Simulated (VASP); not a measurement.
Runs of VASP 6.6.1 on SiGe2. The structure is that of space group Fm-3m (No. 225), or close to it. The cells are those of the table. 

```csv
task,cell,k mesh,cutoff (eV),smearing,gap on the mesh (eV),pressure (GPa),relaxed volume (Å³/atom)
relaxation of cell and atoms,"relaxed from a = 4.327 Å, angles 60.0°, 3 atoms",12 × 12 × 12,600,fermi-dirac 0.15 eV,none,0.0,19.14
single point,"a = 4.327 Å, angles 60.0°, 3 atoms",12 × 12 × 12,520,gaussian 0.1 eV,none,0.0,-
single point,"a = 4.329 Å, angles 60.0°, 3 atoms",12 × 12 × 12,520,fermi-dirac 0.15 eV,none,0.0,-
relaxation of cell and atoms,"relaxed from a = 4.089 Å, angles 60.0°, 3 atoms",6 × 6 × 6,600,gaussian 0.1 eV,none,-0.1,19.22
single point,"a = 4.089 Å, angles 60.0°, 3 atoms",6 × 6 × 6,520,gaussian 0.1 eV,none,(b),-
single point,"a = 4.329 Å, angles 60.0°, 3 atoms",6 × 6 × 6,520,gaussian 0.1 eV,none,0.1,-
relaxation of cell and atoms,"relaxed from a = 4.329 Å, angles 60.0°, 3 atoms",12 × 12 × 12,600,gaussian 0.1 eV,none,0.0,(a)
```

Alike in all rows: level PBEsol; potentials or basis VASP PAW PBE potentials, release 64 (Si, Ge_d); no spin polarisation.

Task: Fill in the values left out.

Result: (a) 19.10; (b) 16.8.

Caveats: the PAW data sets were made with another functional, which shifts forces and pressure a little; the volume moved by over 15 % at a fixed basis, so the end points are rough (some runs).

A k mesh can miss the band edges, and the runs leave out spin-orbit coupling on Ge.

A gap of «none» marks levels without a gap at the run's occupations.
